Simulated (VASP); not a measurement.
# WC in VASP: further runs

Runs on WC. Level: PBE. Tasks: single point.

Program: VASP 6.6.1. These are calculated values, not measurements. Logs are shortened: lines on timing, memory, paths and dates and some standing lists are left out, and cuts for length are marked.

**1. The cell of the first run**

It takes space group Pm (No. 6, monoclinic). The conventional cell has a = 2.901 Å, b = 2.829 Å, c = 2.901 Å, α = 90.00°, β = 120.00°, γ = 90.00°. W (site symmetry m) has 6 C at 2.17 to 2.23 Å and 8 W at 2.83 to 2.90 Å within 3.0 Å. Within 3.0 Å of C (site symmetry m) lie 6 W at 2.17 to 2.23 Å and 8 C at 2.83 to 2.90 Å.

**2. Single point, PBE (atom 2 (C) moved by [0.035355, 0.035355, 0.0] A)**

Contents of INCAR:

```
ALGO = Normal ; EDIFF = 1E-6
ENCUT = 520 ; GGA = PE
ISIF = 2 ; ISMEAR = -1
LASPH = True ; LCHARG = True
LELF = True ; LREAL = False
LVHAR = True ; LWAVE = False
NBANDS = 16 ; NELM = 80
PREC = Accurate ; SIGMA = 0.05
```

Contents of KPOINTS:

```
k-points
0
Gamma
  13 13 12
```

Contents of POSCAR:

```
WC
1.0
    2.9005014360      0.0000000000      0.0000000000
   -1.4502507180      2.5119079273      0.0000000000
    0.0000000000      0.0000000000      2.8290000000
W C
1 1
Direct
    0.0000000000      0.0000000000      0.0000000000
    0.6858934177      0.3474082919      0.5000000000
```

Potentials or basis: VASP PAW PBE potentials, release 64 (W_sv, C).

On the command line:

```sh
> cat potpaw_PBE.64/W_sv/POTCAR potpaw_PBE.64/C/POTCAR > POTCAR
> mpirun -np 1 vasp_std > vasp.out
```

OUTCAR:

```text
EDIFF = 1E-6
   ENCUT = 520
   GGA = PE
   ISIF = 2
   ISMEAR = -1
   LASPH = True
   LREAL = False
   NELM = 80
   PREC = Accurate

 ion  position               nearest neighbor table
   1  0.000  0.000  0.000-   2 2.17   2 2.17   2 2.18   2 2.18   2 2.23   2 2.23
   2  0.686  0.347  0.500-   1 2.17   1 2.17   1 2.18   1 2.18   1 2.23   1 2.23

  LATTYP: Found a hexagonal cell.
 ALAT       =     2.9005014360
 C/A-ratio  =     0.9753485949

  Lattice vectors:

 A1 = (   2.9005014360,   0.0000000000,   0.0000000000)
 A2 = (  -1.4502507180,   2.5119079273,   0.0000000000)
 A3 = (   0.0000000000,   0.0000000000,   2.8290000000)

Analysis of symmetry for initial positions (statically):
=====================================================================
 Subroutine PRICEL returns:
 Original cell was already a primitive cell.

 Routine SETGRP: Setting up the symmetry group for a
 hexagonal supercell.

 Subroutine GETGRP returns: Found  2 space group operations
 (whereof  2 operations were pure point group operations)
 out of a pool of 24 trial point group operations.

The static configuration has the point symmetry C_1h.

Analysis of symmetry for dynamics (positions and initial velocities):
=====================================================================
 Subroutine PRICEL returns:
 Original cell was already a primitive cell.

 Routine SETGRP: Setting up the symmetry group for a
 hexagonal supercell.

 Subroutine GETGRP returns: Found  2 space group operations
 (whereof  2 operations were pure point group operations)
 out of a pool of 24 trial point group operations.

The dynamic configuration has the point symmetry C_1h.

 Subroutine INISYM returns: Found  2 space group operations
 (whereof  2 operations are pure point group operations),
 and found     1 'primitive' translations

----------------------------------------------------------------------------------------

                                     Primitive cell

  volume of cell :      20.6115

  direct lattice vectors                    reciprocal lattice vectors
     2.900501436  0.000000000  0.000000000     0.344767973  0.199051882  0.000000000
    -1.450250718  2.511907927  0.000000000     0.000000000  0.398103764  0.000000000
     0.000000000  0.000000000  2.829000000     0.000000000  0.000000000  0.353481796

  length of vectors
     2.900501436  2.900501436  2.829000000     0.398103764  0.398103764  0.353481796

  position of ions in fractional coordinates (direct lattice)
     0.000000000  0.000000000  0.000000000
     0.685893418  0.347408292  0.500000000

  ion indices of the primitive-cell ions
   primitive index   ion index
                 1           1
                 2           2

----------------------------------------------------------------------------------------

 KPOINTS: k-points

Automatic generation of k-mesh.
 Grid dimensions read from file:
 generate k-points for:   13   13   12

 Generating k-lattice:

  Cartesian coordinates                     Fractional coordinates (reciprocal lattice)
     0.026520613  0.015311683  0.000000000     0.076923077 -0.000000000  0.000000000
     0.000000000  0.030623366  0.000000000     0.000000000  0.076923077  0.000000000
     0.000000000  0.000000000  0.029456816     0.000000000  0.000000000  0.083333333

  Length of vectors
     0.030623366  0.030623366  0.029456816

  Shift w.r.t. Gamma in fractional coordinates (k-lattice)
     0.000000000  0.000000000  0.000000000

 Subroutine IBZKPT returns following result:
 ===========================================

 Found    595 irreducible k-points:

 Following reciprocal coordinates:
            Coordinates               Weight
  0.000000  0.000000  0.000000      1.000000
  0.076923 -0.000000  0.000000      2.000000
  0.000000  0.076923  0.000000      2.000000
 -0.076923  0.076923  0.000000      2.000000
  0.153846  0.000000  0.000000      2.000000
  0.000000  0.153846  0.000000      2.000000
[... 16 lines left out ...]
  0.153846  0.076923  0.000000      2.000000
 -0.076923  0.230769  0.000000      2.000000
 [... further k-points ...]
   k-points           NKPTS =    595   k-points in BZ     NKDIM =    595   number of bands    NBANDS=     16
   number of dos      NEDOS =    301   number of ions     NIONS =      2
   total plane-waves  NPLWV =  13824
   dimension x,y,z NGX =    24 NGY =   24 NGZ =   24
   dimension x,y,z NGXF=    48 NGYF=   48 NGZF=   48
   ions per type =               1   1
   NGX,Y,Z   is equivalent  to a cutoff of  13.76, 13.76, 14.10 a.u.
   NGXF,Y,Z  is equivalent  to a cutoff of  27.51, 27.51, 28.21 a.u.
 SYSTEM =  unknown system
   PREC   = accura    normal or accurate (medium, high low for compatibility)
   ISTART =      0    job   : 0-new  1-cont  2-samecut
   ICHARG =      2    charge: 1-file 2-atom 10-const
   ISPIN  =      1    spin polarized calculation?
   LNONCOLLINEAR =      F non collinear calculations
   LSORBIT =      F    spin-orbit coupling
   LASPH  =      T    aspherical Exc in radial PAW
   ENCUT  =  520.0 eV  38.22 Ry    6.18 a.u.   5.39  5.39  5.26*2*pi/ulx,y,z
   NELM   =     80;   NELMIN=  2; NELMDL= -5     # of ELM steps
   EDIFF  = 0.1E-05   stopping-criterion for ELM
   LREAL  =      F    real-space projection
   EDIFFG = 0.1E-04   stopping-criterion for IOM
   NSW    =      0    number of steps for IOM
   IBRION =     -1    ionic relax: 0-MD 1-quasi-New 2-CG
   NFREE  =      0    steps in history (QN), initial steepest desc. (CG)
   ISIF   =      2    stress and relaxation
   ISYM   =      2    0-nonsym 1-usesym 2-fastsym
   POTIM  = 0.5000    time-step for ionic-motion
   TEBEG  =    0.0;   TEEND  =   0.0 temperature during run
   PSTRESS=    0.0 pullay stress
   NELECT =      18.0000    total number of electrons
   NUPDOWN=      -1.0000    fix difference up-down
   EMIN   =  10.00;   EMAX   =-10.00  energy-range for DOS
   EFERMI =   0.00;   METHOD = LEGACY
   ISMEAR =    -1;   SIGMA  =   0.05  broadening in eV -4-tet -1-fermi 0-gaus
   EFERMI_NEDOS =   21; number of points for ismear=-14 and -15
   IALGO  =     38    algorithm
   IMIX   =      4    mixing-type and parameters
     AMIX     =   0.40;   BMIX     =  1.00
     AMIX_MAG =   1.60;   BMIX_MAG =  1.00
  volume/ion in A,a.u.               =      10.31        69.55
  Fermi-wavevector in a.u.,A,eV,Ry     =   1.564813  2.957068 33.315762  2.448639
  Thomas-Fermi vector in A             =   2.667381
   LORBIT       =      0    0 simple, 1 ext, 2 COOP (PROOUT), +10 PAW based schemes
   GGA     = PE    functional components
   LHFCALC =     F    Hartree Fock is set to
   AEXX    =    0.0000 exact exchange contribution
   IVDW    =     0    specifies the selected vdW correction
   LEPSILON=     F    determine dielectric tensor
   LRPA    =     F    only Hartree local field effects (RPA)
 non-spin polarized calculation
  energy-cutoff  :      520.00
  volume of cell :       20.61
 maximum number of plane-waves:       580
 NGX is ok and might be reduce to    24
   NGX = 11   NGY = 11   NGZ = 11

 number of electron      18.0000000 magnetization

 Free energy of the ion-electron system (eV)
  ---------------------------------------------------
  ext. energy  EPLUGINS =         0.00000000
  ---------------------------------------------------
  free energy    TOTEN  =       -22.41628547 eV

  energy without entropy =      -22.41382231  energy(sigma->0) =      -22.41505389

 E-fermi :  11.1895     XC(G=0): -13.8371

 val. band max:       11.1894307397   @ k =  -0.0769   0.0769   0.3333
 cond. band min:      11.1992425520   @ k =   0.0769   0.0769   0.4167
 fundamental gap:      0.0098118123
 Fermi energy:        11.1895187276

 k-point     1 :       0.0000    0.0000    0.0000
  band No.  band energies     occupation
      1     -62.8099      2.00000
      2     -26.7898      2.00000
      3     -26.6902      2.00000
      4     -26.6866      2.00000
      5      -3.3274      2.00000
      6       6.8102      2.00000
[... 8 lines left out ...]
     15      25.5866      0.00000
     16      27.6549      0.00000

 k-point     2 :       0.0769   -0.0000    0.0000
  band No.  band energies     occupation
      1     -62.8065      2.00000
      2     -26.7834      2.00000
      3     -26.7401      2.00000
      4     -26.6981      2.00000
      5      -3.1735      2.00000
      6       6.8670      2.00000
[... 8 lines left out ...]
     15      25.1490      0.00000
     16      28.4038      0.00000

 k-point     3 :       0.0000    0.0769    0.0000
  band No.  band energies     occupation
      1     -62.8065      2.00000
      2     -26.7832      2.00000
      3     -26.7376      2.00000
      4     -26.7012      2.00000
      5      -3.1684      2.00000
      6       6.8455      2.00000
[... 8 lines left out ...]
     15      25.3491      0.00000
     16      28.0105      0.00000

 k-point     4 :      -0.0769    0.0769    0.0000
  band No.  band energies     occupation
      1     -62.8065      2.00000
      2     -26.7833      2.00000
      3     -26.7388      2.00000
      4     -26.6999      2.00000
      5      -3.1697      2.00000
      6       6.8527      2.00000
[... 8 lines left out ...]
     15      25.2960      0.00000
     16      28.0521      0.00000
[... 324 lines left out ...]
 k-point    22 :      -0.1538    0.0769    0.0000
  band No.  band energies     occupation
      1     -62.8000      2.00000
      2     -26.8311      2.00000
      3     -26.7713      2.00000
      4     -26.7221      2.00000
      5      -2.8743      2.00000
      6       6.7270      2.00000
[... 8 lines left out ...]
     15      24.8564      0.00000
     16      28.7809      0.00000

 k-point    23 :       0.1538    0.0769    0.0000
  band No.  band energies     occupation
      1     -62.7886      2.00000
      2     -26.9879      2.00000
      3     -26.7659      2.00000
      4     -26.7498      2.00000
      5      -2.3217      2.00000
      6       6.1261      2.00000
[... 8 lines left out ...]
     15      24.7847      0.00000
     16      29.6801      0.00000

 k-point    24 :      -0.0769    0.2308    0.0000
  band No.  band energies     occupation
      1     -62.7885      2.00000
      2     -26.9888      2.00000
      3     -26.7682      2.00000
      4     -26.7488      2.00000
      5      -2.2882      2.00000
      6       6.1123      2.00000
[... 8 lines left out ...]
     15      25.2054      0.00000
     16      29.5994      0.00000

 [... further k-points ...]

------------------------ aborting loop because EDIFF is reached ----------------------------------------

  FORCE on cell =-STRESS in cart. coord.  units (eV):
  Direction    XX          YY          ZZ          XY          YZ          ZX
  --------------------------------------------------------------------------------------
  -------------------------------------------------------------------------------------
  Total        1.0307463      1.4521634      1.3703160     -0.2021212      0.0000000      0.0000000
  in kB       80.1221531    112.8798201    106.5176478    -15.7113232      0.0000000      0.0000000
  external PRESSURE =      99.8398737 kB  Pullay stress =       0.0000000 kB

 VOLUME and BASIS-vectors are now :
 -----------------------------------------------------------------------------
  energy-cutoff  :      520.00
  volume of cell :       20.61
      direct lattice vectors                 reciprocal lattice vectors
     2.900501436  0.000000000  0.000000000     0.344767973  0.199051882  0.000000000
    -1.450250718  2.511907927  0.000000000     0.000000000  0.398103764  0.000000000
     0.000000000  0.000000000  2.829000000     0.000000000  0.000000000  0.353481796

 POSITION                                       TOTAL-FORCE (eV/Angst)
 -----------------------------------------------------------------------------------
      0.00000      0.00000      0.00000         0.543207      0.568512      0.000000
      1.48561      0.87266      1.41450        -0.543207     -0.568512      0.000000
 -----------------------------------------------------------------------------------
    total drift:                               -0.000089     -0.000045      0.000000

  FREE ENERGIE OF THE ION-ELECTRON SYSTEM (eV)
  ---------------------------------------------------
  free  energy   TOTEN  =       -22.4162854711 eV

  energy  without entropy=      -22.4138223102  energy(sigma->0) =      -22.41505389
```

Wall time 57 s (1 thread of Intel Xeon 6975P-C (Granite Rapids), shared host); peak memory 0.3 GiB.

Results:

```
Free energy            : -22.4163 eV
Pressure               : 10.0 GPa
Largest force          : 0.786 eV/Å
Band gap on the k mesh : zero (bands 9 and 10 overlap by 1.30 eV)
```

Forces on the atoms (eV/Å):
```
W    0.543  0.569  0.000
C   -0.543 -0.569  0.000
```

Levels at points of the mesh, in eV from the Fermi level:
| k point | band 7 | band 8 | band 9 | band 10 | band 11 | band 12 |
| --- | --- | --- | --- | --- | --- | --- |
| (0.00, 0.00, 0.00) | -3.42 | -3.30 | 0.07 | 3.20 | 3.32 | 5.34 |
| (0.00, 0.00, 0.50) | -2.37 | -1.72 | -0.63 | -0.59 | 3.70 | 4.04 |

Caveat: the cell differs from its parent crystal (atom 2 (C) moved by [0.035355, 0.035355, 0.0] A); the cell stands under pressure; spin-orbit coupling is left out, which moves the levels of the heavy elements.

(Part 1 of 2 ends here.)
